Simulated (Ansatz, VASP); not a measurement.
## SiC: VASP beside Ansatz

Contents of INCAR:

```
SYSTEM = SiC
PREC = Accurate
ENCUT = 520
EDIFF = 1E-6
ISMEAR = 0
SIGMA = 0.02
LREAL = .False.
LASPH = .True.
NELM = 80
ALGO = Normal
ISIF = 2
LWAVE = .False.
LCHARG = .False.
GGA = PE
NBANDS = 11
```

File KPOINTS:

```
Automatic mesh
0
Gamma
  10 10 10
  0 0 0
```

POSCAR

```
SiC
1.0
    0.0000000000      2.0985150102      2.0985150102
    2.0985150102      0.0000000000      2.0985150102
    2.0985150102      2.0985150102      0.0000000000
Si C
1 1
Direct
    0.0000000000      0.0000000000      0.0000000000
    0.2500000000      0.2500000000      0.2500000000
```

Input for Ansatz:

```yaml
crystal:
  lattice:
    - [0.0, 2.0985150102, 2.0985150102]
    - [2.0985150102, 0.0, 2.0985150102]
    - [2.0985150102, 2.0985150102, 0.0]
  atoms:
    - { symbol: Si, position: [0.0, 0.0, 0.0] }
    - { symbol: C, position: [0.25, 0.25, 0.25] }
basis:
  ecutwfc: 420
kpoints:
  mp_grid: { grid: [10, 10, 10] }
hamiltonian:
  xc: pbe
scf:
  occupations: { method: gaussian, width: 0.02 }
output:
  forces: true
  stress: true
  eigenvalues: true
```

Alike in both runs: task single point; functional PBE; k mesh 10 × 10 × 10; occupations gaussian, width 0.02 eV; no spin polarisation.

```csv
,VASP,Ansatz
version,VASP 6.6.1,Ansatz 0.2.0
potentials or method,"VASP PAW PBE potentials, release 64 (Si, C), cutoff 520 eV","scalar-relativistic, plane waves, PAW"
valence electrons in the cell,8,8
```

Ansatz gave:

* gap on the k mesh at the Fermi level (eV): 1.25
* least direct gap on the mesh (eV): 4.65

Task: What did VASP give for the same quantities?

Result: gap on the k mesh at the Fermi level (eV): 1.24; least direct gap on the mesh (eV): 4.64.

With one functional, cell and mesh, what is left measures potentials, basis and numerics.
